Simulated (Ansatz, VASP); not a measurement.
# One calculation of BP, two programs

```
B P
1.0
     0.00000    2.28243    2.28243
     2.28243    0.00000    2.28243
     2.28243    2.28243    0.00000
B P
1 1
Direct
  0.00000 0.00000 0.00000
  0.75000 0.75000 0.75000
```

Alike in both runs: task single point; functional BLYP; k mesh 8 × 8 × 8; occupations gaussian, width 0.05 eV; no spin polarisation.

|  | VASP | Ansatz |
| --- | --- | --- |
| version | VASP 6.6.1 | Ansatz 0.2.0 |
| potentials or method | VASP PAW PBE potentials, release 64 (B, P), cutoff 520 eV | scalar-relativistic, plane waves, PAW |
| valence electrons in the cell | 8 | 8 |

VASP gave:

```
gap on the k mesh at the Fermi level (eV) : 1.58
least direct gap on the mesh (eV)         : 3.55
pressure (GPa)                            : 3.0
```

Task: Estimate Ansatz's values.

Result: gap on the k mesh at the Fermi level (eV): 1.55; least direct gap on the mesh (eV): 3.52; pressure (GPa): 3.1.

VASP's potentials were made for PBE, not for BLYP. With one functional, cell and mesh, what is left measures potentials, basis and numerics.
